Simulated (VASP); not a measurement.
Wanted: the native input for a VASP 6.6.1 run.

```yaml
Task: relaxation of cell and atoms
Functional: revPBE
Potentials_or_basis: VASP PAW PBE potentials, release 64 (In_d)
Cutoff: 600 eV
k_mesh: 8 × 8 × 8
Occupations: fermi-dirac, width 0.1 eV
Spin: no spin polarisation
Dipole_correction: no
Further_INCAR_settings: ALGO = Normal; EDIFF = 1e-06; IBRION = 2; EDIFFG = -0.01; NSW = 80; ISIF = 3
```

The structure of In lies in POSCAR:

```
In
1.0
    0.0000000000      3.2801942926      3.2801942926
    3.2801942926      0.0000000000      3.2801942926
    3.2801942926      3.2801942926      0.0000000000
In
2
Direct
    0.1250000000      0.1250000000      0.1250000000
    0.8750000000      0.8750000000      0.8750000000
```

This isn't the form of In at room conditions, which is tetragonal.

These files were run (other wordings do the same):

INCAR

```
SYSTEM = In
ALGO = Normal ; EDIFF = 1E-6
EDIFFG = -0.01 ; ENCUT = 600
GGA = RE ; IBRION = 2
ISIF = 3 ; ISMEAR = -1
LASPH = .True. ; LCHARG = .False.
LREAL = .False. ; LWAVE = .False.
NELM = 100 ; NSW = 80
PREC = Accurate ; SIGMA = 0.1
```

KPOINTS

```
k-points
0
Gamma
  8 8 8
  0 0 0
```

Potentials or basis: VASP PAW PBE potentials, release 64 (In_d).

The run is started by

```bash
$ cat potpaw_PBE.64/In_d/POTCAR > POTCAR
$ mpirun -np 1 vasp_std > vasp.out
```

It gave:

```json
{
 "Relaxed volume": "39.65 Å³/atom",
 "Relaxed cell": "a = 4.823 Å, b = 4.823 Å, c = 4.823 Å, α = 60.00°, β = 60.00°, γ = 60.00°",
 "Space group after relaxing (to 0.1 Å)": "Fd-3m (No. 227)",
 "Energy gained by relaxing": "36.4 meV/atom",
 "Ionic steps": "4",
 "Pressure after relaxing": "0.0 GPa",
 "Band gap on the k mesh": "zero (bands 13 and 14 overlap by 3.14 eV)"
}
```

Caveat: the PAW data sets were made with another functional, which shifts forces and pressure a little; spin-orbit coupling is left out, which moves the levels of the heavy elements.

Wall time 3.8 min on 1 thread of Intel Xeon 8259CL (shared host), peak memory 0.26 GiB.
